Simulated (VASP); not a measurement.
# B3W (Pm-3m) in VASP: a series of runs

The runs below take B3W through single point, relaxation of cell and atoms, with PBE.

All numbers are computed with VASP 6.6.1; they aren't measurements. Logs are shortened: lines on timing, memory, paths and dates and some standing lists are left out, and cuts for length are marked.

## Step 1: The cell of the first run

The structure is cubic, space group Pm-3m (No. 221). The conventional cell has a = 3.263 Å, b = 3.263 Å, c = 3.263 Å, α = 90.00°, β = 90.00°, γ = 90.00°. Within 3.0 Å of B (site symmetry 4/mmm) lie 8 B at 2.31 Å and 4 W at 2.31 Å. Within 3.0 Å of W (site symmetry m-3m) lie 12 B at 2.31 Å.

## Step 2: Single point, PBE

Input file INCAR:

```
SYSTEM = B3W
PREC = Accurate
ENCUT = 520
EDIFF = 1E-6
ISMEAR = 0
SIGMA = 0.1
LREAL = .FALSE.
LASPH = .TRUE.
NELM = 100
ALGO = Normal
ISIF = 2
LWAVE = .FALSE.
LCHARG = .FALSE.
GGA = PE
NBANDS = 20
```

Input file KPOINTS:

```
Automatic mesh
0
G
  14 14 14
  0 0 0
```

Input file POSCAR:

```
B3W
1.0
    3.2626604172      0.0000000000      0.0000000000
    0.0000000000      3.2626604172      0.0000000000
    0.0000000000      0.0000000000      3.2626604172
B W
3 1
Direct
    0.0000000000      0.5000000000      0.5000000000
    0.5000000000      0.0000000000      0.5000000000
    0.5000000000      0.5000000000      0.0000000000
    0.0000000000      0.0000000000      0.0000000000
```

Potentials or basis: VASP PAW PBE potentials, release 64 (B, W_sv).

Started as:

```console
cat potpaw_PBE.64/B/POTCAR potpaw_PBE.64/W_sv/POTCAR > POTCAR
mpirun -np 1 vasp_std > vasp.out
```

OUTCAR:

```text
SYSTEM = B3W
   PREC = Accurate
   ENCUT = 520
   EDIFF = 1E-6
   ISMEAR = 0
   LREAL = .FALSE.
   LASPH = .TRUE.
   NELM = 100
   ISIF = 2
   GGA = PE

 ion  position               nearest neighbor table
   1  0.000  0.500  0.500-   4 2.31   4 2.31   4 2.31   4 2.31
   2  0.500  0.000  0.500-   4 2.31   4 2.31   4 2.31   4 2.31
   3  0.500  0.500  0.000-   4 2.31   4 2.31   4 2.31   4 2.31
   4  0.000  0.000  0.000-   1 2.31   2 2.31   3 2.31   1 2.31   2 2.31   1 2.31   3 2.31   1 2.31
                             2 2.31   3 2.31   2 2.31   3 2.31

  LATTYP: Found a simple cubic cell.
 ALAT       =     3.2626604172

  Lattice vectors:

 A1 = (   3.2626604172,   0.0000000000,   0.0000000000)
 A2 = (   0.0000000000,   3.2626604172,   0.0000000000)
 A3 = (   0.0000000000,   0.0000000000,   3.2626604172)

Analysis of symmetry for initial positions (statically):
=====================================================================
 Subroutine PRICEL returns:
 Original cell was already a primitive cell.

 Routine SETGRP: Setting up the symmetry group for a
 simple cubic supercell.

 Subroutine GETGRP returns: Found 48 space group operations
 (whereof 48 operations were pure point group operations)
 out of a pool of 48 trial point group operations.

The static configuration has the point symmetry O_h .

Analysis of symmetry for dynamics (positions and initial velocities):
=====================================================================
 Subroutine PRICEL returns:
 Original cell was already a primitive cell.

 Routine SETGRP: Setting up the symmetry group for a
 simple cubic supercell.

 Subroutine GETGRP returns: Found 48 space group operations
 (whereof 48 operations were pure point group operations)
 out of a pool of 48 trial point group operations.

The dynamic configuration has the point symmetry O_h .

 Subroutine INISYM returns: Found 48 space group operations
 (whereof 48 operations are pure point group operations),
 and found     1 'primitive' translations

----------------------------------------------------------------------------------------

                                     Primitive cell

  volume of cell :      34.7309

  direct lattice vectors                    reciprocal lattice vectors
     3.262660417  0.000000000  0.000000000     0.306498339  0.000000000  0.000000000
     0.000000000  3.262660417  0.000000000     0.000000000  0.306498339  0.000000000
     0.000000000  0.000000000  3.262660417     0.000000000  0.000000000  0.306498339

  length of vectors
     3.262660417  3.262660417  3.262660417     0.306498339  0.306498339  0.306498339

  position of ions in fractional coordinates (direct lattice)
     0.000000000  0.500000000  0.500000000
     0.500000000  0.000000000  0.500000000
     0.500000000  0.500000000  0.000000000
     0.000000000  0.000000000  0.000000000

  ion indices of the primitive-cell ions
   primitive index   ion index
                 1           1
                 2           2
                 3           3
                 4           4

----------------------------------------------------------------------------------------

 KPOINTS: Automatic mesh

Automatic generation of k-mesh.
 Grid dimensions read from file:
 generate k-points for:   14   14   14

 Generating k-lattice:

  Cartesian coordinates                     Fractional coordinates (reciprocal lattice)
     0.021892739  0.000000000  0.000000000     0.071428571  0.000000000  0.000000000
     0.000000000  0.021892739  0.000000000     0.000000000  0.071428571  0.000000000
     0.000000000  0.000000000  0.021892739     0.000000000  0.000000000  0.071428571

  Length of vectors
     0.021892739  0.021892739  0.021892739

  Shift w.r.t. Gamma in fractional coordinates (k-lattice)
     0.000000000  0.000000000  0.000000000

 Subroutine IBZKPT returns following result:
 ===========================================

 Found    120 irreducible k-points:

 Following reciprocal coordinates:
            Coordinates               Weight
  0.000000  0.000000  0.000000      1.000000
  0.071429  0.000000  0.000000      6.000000
  0.142857  0.000000  0.000000      6.000000
  0.214286  0.000000  0.000000      6.000000
  0.285714  0.000000  0.000000      6.000000
  0.357143  0.000000  0.000000      6.000000
[... 16 lines left out ...]
  0.285714  0.214286  0.000000     24.000000
  0.357143  0.214286  0.000000     24.000000
 [... further k-points ...]
   k-points           NKPTS =    120   k-points in BZ     NKDIM =    120   number of bands    NBANDS=     20
   number of dos      NEDOS =    301   number of ions     NIONS =      4
   total plane-waves  NPLWV =  13824
   dimension x,y,z NGX =    24 NGY =   24 NGZ =   24
   dimension x,y,z NGXF=    48 NGYF=   48 NGZF=   48
   ions per type =               3   1
   NGX,Y,Z   is equivalent  to a cutoff of  12.23, 12.23, 12.23 a.u.
   NGXF,Y,Z  is equivalent  to a cutoff of  24.46, 24.46, 24.46 a.u.
 SYSTEM =  B3W
   PREC   = accura    normal or accurate (medium, high low for compatibility)
   ISTART =      0    job   : 0-new  1-cont  2-samecut
   ICHARG =      2    charge: 1-file 2-atom 10-const
   ISPIN  =      1    spin polarized calculation?
   LNONCOLLINEAR =      F non collinear calculations
   LSORBIT =      F    spin-orbit coupling
   LASPH  =      T    aspherical Exc in radial PAW
   ENCUT  =  520.0 eV  38.22 Ry    6.18 a.u.   6.07  6.07  6.07*2*pi/ulx,y,z
   NELM   =    100;   NELMIN=  2; NELMDL= -5     # of ELM steps
   EDIFF  = 0.1E-05   stopping-criterion for ELM
   LREAL  =      F    real-space projection
   EDIFFG = 0.1E-04   stopping-criterion for IOM
   NSW    =      0    number of steps for IOM
   IBRION =     -1    ionic relax: 0-MD 1-quasi-New 2-CG
   NFREE  =      0    steps in history (QN), initial steepest desc. (CG)
   ISIF   =      2    stress and relaxation
   ISYM   =      2    0-nonsym 1-usesym 2-fastsym
   POTIM  = 0.5000    time-step for ionic-motion
   TEBEG  =    0.0;   TEEND  =   0.0 temperature during run
   PSTRESS=    0.0 pullay stress
   NELECT =      23.0000    total number of electrons
   NUPDOWN=      -1.0000    fix difference up-down
   EMIN   =  10.00;   EMAX   =-10.00  energy-range for DOS
   EFERMI =   0.00;   METHOD = LEGACY
   ISMEAR =     0;   SIGMA  =   0.10  broadening in eV -4-tet -1-fermi 0-gaus
   EFERMI_NEDOS =   21; number of points for ismear=-14 and -15
   IALGO  =     38    algorithm
   IMIX   =      4    mixing-type and parameters
     AMIX     =   0.40;   BMIX     =  1.00
     AMIX_MAG =   1.60;   BMIX_MAG =  1.00
  volume/ion in A,a.u.               =       8.68        58.59
  Fermi-wavevector in a.u.,A,eV,Ry     =   1.426961  2.696566 27.704440  2.036219
  Thomas-Fermi vector in A             =   2.547182
   LORBIT       =      0    0 simple, 1 ext, 2 COOP (PROOUT), +10 PAW based schemes
   GGA     = PE    functional components
   LHFCALC =     F    Hartree Fock is set to
   AEXX    =    0.0000 exact exchange contribution
   IVDW    =     0    specifies the selected vdW correction
   LEPSILON=     F    determine dielectric tensor
   LRPA    =     F    only Hartree local field effects (RPA)
 non-spin polarized calculation
 Gauss-broadening in eV      SIGMA  =   0.10
  energy-cutoff  :      520.00
  volume of cell :       34.73
 maximum number of plane-waves:       968
   NGX = 13   NGY = 13   NGZ = 13

 number of electron      23.0000002 magnetization

 Free energy of the ion-electron system (eV)
  ---------------------------------------------------
  ext. energy  EPLUGINS =         0.00000000
  ---------------------------------------------------
  free energy    TOTEN  =       -29.78083113 eV

  energy without entropy =      -29.77415399  energy(sigma->0) =      -29.77749256

 E-fermi :  10.8245     XC(G=0): -13.1321

 val. band max:       10.8236030655   @ k =   0.0714   0.0714   0.0714
 cond. band min:      10.8380552384   @ k =   0.5000   0.0714   0.0714
 fundamental gap:      0.0144521729
 Fermi energy:        10.8245273162

 k-point     1 :       0.0000    0.0000    0.0000
  band No.  band energies     occupation
      1     -64.0153      2.00000
      2     -28.2999      2.00000
      3     -28.2999      2.00000
      4     -28.2999      2.00000
      5      -4.5326      2.00000
      6       3.9823      2.00000
[... 12 lines left out ...]
     19      16.6068      0.00000
     20      18.6960      0.00000

 k-point     2 :       0.0714    0.0000    0.0000
  band No.  band energies     occupation
      1     -64.0150      2.00000
      2     -28.3102      2.00000
      3     -28.2987      2.00000
      4     -28.2987      2.00000
      5      -4.4545      2.00000
      6       3.7864      2.00000
[... 12 lines left out ...]
     19      16.9050      0.00000
     20      18.5212      0.00000

 k-point     3 :       0.1429    0.0000    0.0000
  band No.  band energies     occupation
      1     -64.0141      2.00000
      2     -28.3391      2.00000
      3     -28.2955      2.00000
      4     -28.2955      2.00000
      5      -4.2234      2.00000
      6       3.2423      2.00000
[... 12 lines left out ...]
     19      17.5857      0.00000
     20      18.0906      0.00000

 k-point     4 :       0.2143    0.0000    0.0000
  band No.  band energies     occupation
      1     -64.0129      2.00000
      2     -28.3806      2.00000
      3     -28.2908      2.00000
      4     -28.2908      2.00000
      5      -3.8486      2.00000
      6       2.4617      2.00000
[... 429 lines left out ...]
 k-point    23 :       0.2857    0.2143    0.0000
  band No.  band energies     occupation
      1     -64.0090      2.00000
      2     -28.4169      2.00000
      3     -28.3660      2.00000
      4     -28.2767      2.00000
      5      -2.7219      2.00000
      6       1.7786      2.00000
[... 12 lines left out ...]
     19      17.6298      0.00000
     20      18.7545      0.00000

 k-point    24 :       0.3571    0.2143    0.0000
  band No.  band energies     occupation
      1     -64.0077      2.00000
      2     -28.4576      2.00000
      3     -28.3612      2.00000
      4     -28.2721      2.00000
      5      -2.1447      2.00000
      6       0.9158      2.00000
[... 12 lines left out ...]
     19      18.6427      0.00000
     20      18.8562      0.00000

 [... further k-points ...]

------------------------ aborting loop because EDIFF is reached ----------------------------------------

  FORCE on cell =-STRESS in cart. coord.  units (eV):
  Direction    XX          YY          ZZ          XY          YZ          ZX
  --------------------------------------------------------------------------------------
  -------------------------------------------------------------------------------------
  Total        0.0616834      0.0616834      0.0616834      0.0000000      0.0000000     -0.0000000
  in kB        2.8455324      2.8455324      2.8455324      0.0000000      0.0000000     -0.0000000
  external PRESSURE =       2.8455324 kB  Pullay stress =       0.0000000 kB

 VOLUME and BASIS-vectors are now :
 -----------------------------------------------------------------------------
  energy-cutoff  :      520.00
  volume of cell :       34.73
      direct lattice vectors                 reciprocal lattice vectors
     3.262660417  0.000000000  0.000000000     0.306498339  0.000000000  0.000000000
     0.000000000  3.262660417  0.000000000     0.000000000  0.306498339  0.000000000
     0.000000000  0.000000000  3.262660417     0.000000000  0.000000000  0.306498339

 POSITION                                       TOTAL-FORCE (eV/Angst)
 -----------------------------------------------------------------------------------
      0.00000      1.63133      1.63133         0.000000      0.000000      0.000000
      1.63133      0.00000      1.63133         0.000000      0.000000      0.000000
      1.63133      1.63133      0.00000         0.000000      0.000000      0.000000
      0.00000      0.00000      0.00000         0.000000      0.000000      0.000000
 -----------------------------------------------------------------------------------
    total drift:                               -0.000000      0.000000      0.000000

  FREE ENERGIE OF THE ION-ELECTRON SYSTEM (eV)
  ---------------------------------------------------
  free  energy   TOTEN  =       -29.7808311287 eV

  energy  without entropy=      -29.7741539943  energy(sigma->0) =      -29.77749256
```

It took 18 s on 1 thread of Intel Xeon 6975P-C (Granite Rapids), shared host; peak memory 0.19 GiB.

What came out:

```yaml
Free_energy: -29.7808 eV
Pressure: 0.3 GPa
Band_gap_on_the_k_mesh: zero (an odd number of electrons rules out a gap without spin polarisation)
```

Levels at points of the mesh, in eV from the Fermi level:
```csv
k point,band 7,band 8,band 9,band 10,band 11,band 12,band 13,band 14,band 15,band 16
"(0.00, 0.00, 0.00)",-6.84,-4.39,-4.39,-4.39,-0.64,-0.64,-0.64,2.49,2.49,2.49
"(0.50, 0.00, 0.00)",-6.23,-6.05,-6.05,-0.66,-0.30,-0.21,-0.21,0.14,2.20,3.91
"(0.50, 0.50, 0.00)",-8.36,-8.36,-4.77,-4.77,-0.03,0.28,0.56,1.34,2.69,2.69
"(0.50, 0.50, 0.50)",-9.01,-7.79,-5.43,-5.43,-5.43,1.43,1.43,3.21,6.00,6.00
```

Caveat: spin-orbit coupling is left out, which moves the levels of the heavy elements.

## Step 3: Relaxation of cell and atoms, PBE

This run uses another cell than the first one, of 8.66 Å³/atom.

Input file INCAR:

```
SYSTEM = B3W
PREC = Accurate ; ENCUT = 600
EDIFF = 1E-6 ; ISMEAR = 0
SIGMA = 0.1 ; LREAL = .False.
LASPH = .True. ; NELM = 60
ALGO = Normal ; ISIF = 3
LWAVE = .False. ; LCHARG = .False.
GGA = PE ; IBRION = 2
NSW = 100 ; EDIFFG = -0.01
```

Input file KPOINTS:

```
regular mesh
0
Gamma
  14 14 14
  0 0 0
```

Input file POSCAR:

```
B3W
1.0
    3.2596512641      0.0000000000      0.0000000000
    0.0000000000      3.2596512641      0.0000000000
    0.0000000000      0.0000000000      3.2596512641
B W
3 1
Direct
    0.0000000000      0.5000000000      0.5000000000
    0.5000000000      0.0000000000      0.5000000000
    0.5000000000      0.5000000000      0.0000000000
    0.0000000000      0.0000000000      0.0000000000
```

Potentials or basis: VASP PAW PBE potentials, release 64 (B, W_sv).

Started as:

```console
cat potpaw_PBE.64/B/POTCAR potpaw_PBE.64/W_sv/POTCAR > POTCAR
mpirun -np 1 vasp_std > vasp.out
```

Wall time 54 s (1 thread of Intel Xeon 6975P-C (Granite Rapids), shared host); peak memory 0.22 GiB.

It converged, with:

```yaml
Free_energy: -29.7832 eV
Relaxed_volume: 8.69 Å³/atom
Relaxed_cell: a = 3.264 Å, b = 3.264 Å, c = 3.264 Å, α = 90.00°, β = 90.00°, γ = 90.00°
Space_group_after_relaxing_to_0.1_Å: Pm-3m (No. 221)
Energy_gained_by_relaxing: 0.1 meV/atom
Ionic_steps: 3
Pressure_after_relaxing: 0.0 GPa
Band_gap_on_the_k_mesh: zero (an odd number of electrons rules out a gap without spin polarisation)
```

The path:
```
step  energy change (eV)  largest force (eV/Å)  pressure (GPa)  volume (Å³)
   1              0.0000                0.0000            1.03        34.63
   2              0.0001                0.0000           -1.20        34.92
   3             -0.0004                0.0000           -0.01        34.77
```

Final structure:
```
B W
1.0
     3.26379    0.00000    0.00000
     0.00000    3.26379    0.00000
     0.00000    0.00000    3.26379
B W
3 1
Direct
  0.00000 0.50000 0.50000
  0.50000 0.00000 0.50000
  0.50000 0.50000 0.00000
  0.00000 0.00000 0.00000
```

Levels at points of the mesh, in eV from the Fermi level:
```tsv
k point	band 7	band 8	band 9	band 10	band 11	band 12	band 13	band 14	band 15
(0.00, 0.00, 0.00)	-6.84	-4.38	-4.38	-4.38	-0.64	-0.64	-0.64	2.49	2.49
(0.50, 0.00, 0.00)	-6.23	-6.05	-6.05	-0.66	-0.30	-0.21	-0.21	0.14	2.20
(0.50, 0.50, 0.00)	-8.35	-8.35	-4.76	-4.76	-0.03	0.28	0.56	1.34	2.68
(0.50, 0.50, 0.50)	-9.01	-7.78	-5.42	-5.42	-5.42	1.43	1.43	3.20	5.99
```

Caveat: spin-orbit coupling is left out, which moves the levels of the heavy elements.
